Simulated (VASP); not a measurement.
C: single point with PBE+D3(BJ)

C:

```
C
1.0
     2.46475    0.00000    0.00000
    -1.23238    2.13454    0.00000
     0.00000    0.00000    3.56652
C
2
Direct
  0.33333 0.66667 0.00000
  0.66667 0.33333 0.00000
```

```yaml
Program: VASP 6.6.1
Task: single point
Functional: PBE
Dispersion: D3(BJ)
Potentials_or_basis: VASP PAW PBE potentials, release 64 (C)
Cutoff: 520 eV
k_mesh: 18 × 18 × 12
Occupations: fermi-dirac, width 0.15 eV
Spin: no spin polarisation
```

The pressure is 0.4 GPa, the band gap on the k mesh is zero (bands 4 and 5 overlap by 0.93 eV) and the dispersion energy per atom is -0.145 eV.

Stress tensor (GPa, compression positive):
```
 0.67  0.00  0.00
 0.00  0.67  0.00
 0.00  0.00 -0.10
```

Levels at points of the mesh, in eV from the Fermi level:
```
           k point  band 2  band 3  band 4  band 5  band 6  band 7
(0.00, 0.00, 0.00)   -6.86   -3.04   -3.04    3.84    8.30    8.30
(0.50, 0.00, 0.00)  -13.29   -6.42   -1.84    2.36    7.27   10.94
(0.00, 0.00, 0.50)   -8.30   -3.02   -3.02    8.36    8.36    9.21
(0.50, 0.00, 0.50)  -13.18   -6.39   -2.84    1.06    7.52   13.13
```

Run time: 31 s on 1 thread of Intel(R) Xeon(R) Platinum 8259CL CPU @ 2.50GHz (Skylake/Cascade Lake) (shared host), peak memory 0.16 GiB.
